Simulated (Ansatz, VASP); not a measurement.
Bi in VASP and in Ansatz

Contents of INCAR:

```
ALGO = Fast ; EDIFF = 1E-6
ENCUT = 520 ; GGA = PE
ISIF = 2 ; ISMEAR = 0
IVDW = 12 ; LASPH = True
LCHARG = False ; LREAL = False
LWAVE = False ; NBANDS = 14
NELM = 100 ; PREC = Accurate
SIGMA = 0.15
```

File KPOINTS:

```
k-points
0
Gamma
  18 18 18
```

The input POSCAR:

```
Bi
1.0
   -2.0776836140      2.0776836140      1.7893011284
    2.0776836140     -2.0776836140      1.7893011284
    2.0776836140      2.0776836140     -1.7893011284
Bi
1
Direct
    0.0000000000      0.0000000000      0.0000000000
```

Input for Ansatz:

```yaml
crystal:
  lattice:
    - [-2.077683614, 2.077683614, 1.7893011284]
    - [2.077683614, -2.077683614, 1.7893011284]
    - [2.077683614, 2.077683614, -1.7893011284]
  atoms:
    - { symbol: Bi, position: [0.0, 0.0, 0.0] }
basis:
  ecutwfc: 420
kpoints:
  mp_grid: { grid: [18, 18, 18] }
hamiltonian:
  xc: pbe
  dispersion: d3bj
scf:
  occupations: { method: gaussian, width: 0.15 }
output:
  forces: true
  stress: true
  eigenvalues: true
```

Alike in both runs: task single point; functional PBE; dispersion D3(BJ); k mesh 18 × 18 × 18; occupations gaussian, width 0.15 eV; no spin polarisation.

|  | VASP | Ansatz |
| --- | --- | --- |
| version | VASP 6.6.1 | Ansatz 0.2.0 |
| potentials or method | VASP PAW PBE potentials, release 64 (Bi_d), cutoff 520 eV | scalar-relativistic, plane waves, PAW |
| valence electrons in the cell | 15 | 15 |

```tsv
	VASP	Ansatz	Ansatz less VASP
gap on the k mesh at the Fermi level (eV)	none	none	-
pressure (GPa)	-1.0	-0.9	+0.05
traceless stress, the component that is largest in VASP (GPa)	0.40	0.40	+0.008
```

A gap of «none» marks a metal or a gap that the smearing closes.

Neither program's run includes spin-orbit coupling.
